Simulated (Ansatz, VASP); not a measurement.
Two plane-wave programs on PbO2

The input INCAR:

```
SYSTEM = PbO2
  ALGO = Normal
  EDIFF = 1E-6
  ENCUT = 1340
  GGA = RP
  GGA_COMPAT = .False.
  ISIF = 2
  ISMEAR = 0
  LASPH = .True.
  LCHARG = .False.
  LDAU = .True.
  LDAUJ = 0 0
  LDAUL = -1 1
  LDAUPRINT = 1
  LDAUTYPE = 2
  LDAUU = 0 8.8
  LREAL = .False.
  LWAVE = .False.
  NBANDS = 20
  NELM = 200
  PREC = Accurate
  SIGMA = 0.1
```

File KPOINTS:

```
k-points
0
Gamma
  6 6 6
  0 0 0
```

POSCAR

```
PbO2
1.0
    0.0000000000      2.6183710443      2.6183710443
    2.6183710443      0.0000000000      2.6183710443
    2.6183710443      2.6183710443      0.0000000000
Pb O
1 2
Direct
    0.0000000000      0.0000000000      0.0000000000
    0.2500000000      0.2500000000      0.2500000000
    0.7500000000      0.7500000000      0.7500000000
```

Input for Ansatz:

```yaml
crystal:
  lattice:
    - [0.0, 2.6183710443, 2.6183710443]
    - [2.6183710443, 0.0, 2.6183710443]
    - [2.6183710443, 2.6183710443, 0.0]
  atoms:
    - { symbol: Pb, position: [0.0, 0.0, 0.0] }
    - { symbol: O, position: [0.25, 0.25, 0.25] }
    - { symbol: O, position: [0.75, 0.75, 0.75] }
basis:
  ecutwfc: 420
kpoints:
  mp_grid: { grid: [6, 6, 6] }
hamiltonian:
  xc: rpbe
  hubbard: { sites: [{ species: O, l: p, u_eff: 8.8 }] }
scf:
  occupations: { method: gaussian, width: 0.1 }
output:
  forces: true
  stress: true
  eigenvalues: true
```

Alike in both runs: task single point; functional RPBE; k mesh 6 × 6 × 6; occupations gaussian, width 0.1 eV; no spin polarisation; Hubbard terms O p U = 8.8 eV.

|  | VASP | Ansatz |
| --- | --- | --- |
| version | VASP 6.6.1 | Ansatz 0.2.0 |
| potentials or method | VASP PAW PBE potentials, release 64 (Pb_d, O_h), cutoff 1340 eV | scalar-relativistic, plane waves, PAW |
| valence electrons in the cell | 26 | 26 |

|  | VASP | Ansatz | Ansatz less VASP |
| --- | --- | --- | --- |
| pressure (GPa) | 24.2 | 5.7 | -18.48 |

VASP's potentials were made for PBE, not for RPBE. The programs project onto different local orbitals, so the same U acts differently, and such runs can settle in different states.

Neither program's run includes spin-orbit coupling.
